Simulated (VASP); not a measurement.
LaZn: electric field gradients with LDA

The system is LaZn.

```
CELL_PARAMETERS angstrom
3.75000 0.00000 0.00000
0.00000 3.75000 0.00000
0.00000 0.00000 3.75000
ATOMIC_POSITIONS crystal
La 0.50000 0.50000 0.50000
Zn 0.00000 0.00000 0.00000
```

| Property | Result |
| --- | --- |
| Program | VASP 6.6.1 |
| Task | electric field gradients |
| Functional | LDA |
| Potentials or basis | VASP PAW LDA potentials, release 64 (La, Zn) |
| Cutoff | 520 eV |
| k mesh | 9 × 9 × 9 |
| Occupations | fermi-dirac, width 0.05 eV |
| Spin | no spin polarisation |
| Dipole correction | no |
| Further INCAR settings | ALGO = Normal; EDIFF = 1e-08; NBANDS = 18 |

* Pressure: -4.0 GPa
* Band gap on the k mesh: zero (an odd number of electrons rules out a gap without spin polarisation)
* Largest electric field gradient by atom: under 0.05 V/Å² on every atom

Levels at points of the mesh, in eV from the Fermi level:
```csv
k point,band 10,band 11,band 12,band 13,band 14,band 15
"(0.00, 0.00, 0.00)",-6.06,-0.40,-0.40,1.59,1.59,1.59
```

It took 57 s on 1 thread of Intel Xeon 8259CL, with other jobs on the host, peak memory 0.18 GiB.

Caveat: the cell stands under tension; spin-orbit coupling is left out, which moves the levels of the heavy elements.
